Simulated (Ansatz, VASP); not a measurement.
**GaH in VASP and in Ansatz**

```
Ga H
1.0
     0.00000    2.30788    2.30788
     2.30788    0.00000    2.30788
     2.30788    2.30788    0.00000
Ga H
1 1
Direct
  0.00000 0.00000 0.00000
  0.50000 0.50000 0.50000
```

Change from the starting cell: species swapped into the NbC type (Fm-3m, No. 225).

Alike in both runs: functional PBE; k mesh 5 × 5 × 5; occupations gaussian, width 0.15 eV; no spin polarisation.

Ansatz relaxed the structure, and its values are those at the end. VASP's run is a single point on that final structure, the one shown.

```csv
,VASP,Ansatz
version,VASP 6.6.1,Ansatz 0.2.0
potentials or method,"VASP PAW PBE potentials, release 64 (Ga_d, H), cutoff 500 eV","scalar-relativistic, plane waves, PAW"
valence electrons in the cell,14,14
```

```tsv
	VASP	Ansatz	Ansatz less VASP
gap on the k mesh at the Fermi level (eV)	none	none	-
pressure (GPa)	-0.7	-0.7	0.00
```

A gap of «none» marks a metal or a gap that the smearing closes.

The k mesh is coarse, so the values compare programs but aren't converged.
